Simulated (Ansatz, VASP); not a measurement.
**LiH: VASP beside Ansatz**

```
CELL_PARAMETERS angstrom
0.00000 2.03500 2.03500
2.03500 0.00000 2.03500
2.03500 2.03500 0.00000
ATOMIC_POSITIONS crystal
Li 0.00000 0.00000 0.00000
H 0.50000 0.50000 0.50000
```

Alike in both runs: task relaxation of the atoms; functional PBE; k mesh 10 × 10 × 10; no spin polarisation.

|  | VASP | Ansatz |
| --- | --- | --- |
| version | VASP 6.6.1 | Ansatz 0.2.0 |
| potentials or method | VASP PAW PBE potentials, release 64 (Li_sv, H) | scalar-relativistic, plane waves, PAW |
| plane-wave cutoff (eV) | 520 | 420 |
| occupations | gaussian, width 0.01 eV | fixed |
| valence electrons in the cell | 4 | 4 |

```csv
,VASP,Ansatz,Ansatz less VASP
"gap on the k mesh at the Fermi level, each at its own relaxed structure (eV)",3.01,3.02,+0.007
```

Ansatz's warnings: stress scf threshold loose.

Noted on VASP's run: the cutoff is short for stress, so the pressure is rough; the relaxation stopped at its first step, so nothing moved.
